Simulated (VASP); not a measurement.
Set up this calculation in VASP 6.6.1, as the native input.

* Task: electric field gradients
* Functional: r2SCAN
* Potentials or basis: VASP PAW PBE potentials, release 64 (In_d)
* Cutoff: 520 eV
* k mesh: 14 × 14 × 14
* Occupations: fermi-dirac, width 0.03 eV
* Spin: no spin polarisation
* Dipole correction: no
* Further INCAR settings: ALGO = Normal; EDIFF = 1e-08; NBANDS = 12

In:

```
In
1.0
    -1.59675    1.59675    2.44244
     1.59675   -1.59675    2.44244
     1.59675    1.59675   -2.44244
In
1
Cartesian
  0.0000 0.0000 0.0000
```

This cell differs from its parent crystal: volume scaled by 0.9405.

The input as run:

POSCAR

```
In
1.0
   -1.5967490426      1.5967490426      2.4424424774
    1.5967490426     -1.5967490426      2.4424424774
    1.5967490426      1.5967490426     -2.4424424774
In
1
Direct
    0.0000000000      0.0000000000      0.0000000000
```

INCAR.step1

```
PREC = Accurate
ENCUT = 520
ISMEAR = -1
SIGMA = 0.03
LREAL = F
LASPH = T
NELM = 100
NBANDS = 12
GGA = PE
ALGO = Normal
EDIFF = 1E-4
LWAVE = T
LCHARG = F
```

INCAR.step2

```
PREC = Accurate
ENCUT = 520
EDIFF = 1E-8
ISMEAR = -1
SIGMA = 0.03
LREAL = F
LASPH = T
NELM = 100
ALGO = Normal
ISIF = 2
LWAVE = F
LCHARG = F
METAGGA = R2SCAN
LMIXTAU = T
LEFG = T
NBANDS = 12
ISTART = 1
```

KPOINTS

```
regular mesh
0
Gamma
  14 14 14
```

Potentials or basis: VASP PAW PBE potentials, release 64 (In_d).

The run is started by

```bash
$ cat potpaw_PBE.64/In_d/POTCAR > POTCAR
$ cp INCAR.step1 INCAR
$ mpirun -np 1 vasp_std > vasp.out
$ cp INCAR.step2 INCAR
$ mpirun -np 1 vasp_std > vasp.out
```

Results of the run:

* Pressure: 2.6 GPa

Caveat: without QUAD_EFG the Cq values of the log hold for a quadrupole moment of 1 mb, not for the nuclei; the PAW data sets were made with another functional, which shifts forces and pressure a little.

It took 8.8 min on 1 thread of AMD EPYC 7R43 64-Core Processor (Zen 3), on a shared host, peak memory 0.18 GiB.
